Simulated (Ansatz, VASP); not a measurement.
# One calculation of Re, two programs

File INCAR:

```
SYSTEM = Re
PREC = Accurate ; ENCUT = 520
EDIFF = 1E-7 ; ISMEAR = 0
SIGMA = 0.15 ; LREAL = .False.
LASPH = .True. ; NELM = 60
ALGO = Normal ; ISIF = 2
LWAVE = .False. ; LCHARG = .False.
GGA = PE ; NBANDS = 10
```

Contents of KPOINTS:

```
regular mesh
0
Gamma
  10 10 10
  0 0 0
```

File POSCAR:

```
Re
1.0
    0.0000000000      1.9744323287      2.0786823556
    1.9744323287      0.0000000000      2.0786823556
    1.9744323287      1.9744323287      0.0000000000
Re
1
Direct
    0.0000000000      0.0000000000      0.0000000000
```

Input for Ansatz:

```yaml
crystal:
  lattice:
    - [0.0, 1.9744323287, 2.0786823556]
    - [1.9744323287, 0.0, 2.0786823556]
    - [1.9744323287, 1.9744323287, 0.0]
  atoms:
    - { symbol: Re, position: [0.0, 0.0, 0.0] }
basis:
  ecutwfc: 420
kpoints:
  mp_grid: { grid: [10, 10, 10] }
hamiltonian:
  xc: pbe
scf:
  occupations: { method: gaussian, width: 0.15 }
output:
  forces: true
  stress: true
  eigenvalues: true
```

Alike in both runs: task single point; functional PBE; k mesh 10 × 10 × 10; occupations gaussian, width 0.15 eV; no spin polarisation.

|  | VASP | Ansatz |
| --- | --- | --- |
| version | VASP 6.6.1 | Ansatz 0.2.0 |
| potentials or method | VASP PAW PBE potentials, release 64 (Re), cutoff 520 eV | scalar-relativistic, plane waves, PAW |
| valence electrons in the cell | 7 | 15 |

|  | VASP | Ansatz | Ansatz less VASP |
| --- | --- | --- | --- |
| gap on the k mesh at the Fermi level (eV) | none | none | - |
| pressure (GPa) | -24.2 | -23.4 | +0.79 |
| traceless stress, the component that is largest in VASP (GPa) | -8.54 | -8.62 | -0.088 |

A gap of «none» marks a metal or a gap that the smearing closes. The functional is the same, so the differences come from potentials, cutoffs and numerics. VASP's potentials hold 7 valence electrons a cell and Ansatz's 15, so a difference there can come from the potentials and not from the codes.

Spin-orbit coupling is off throughout.
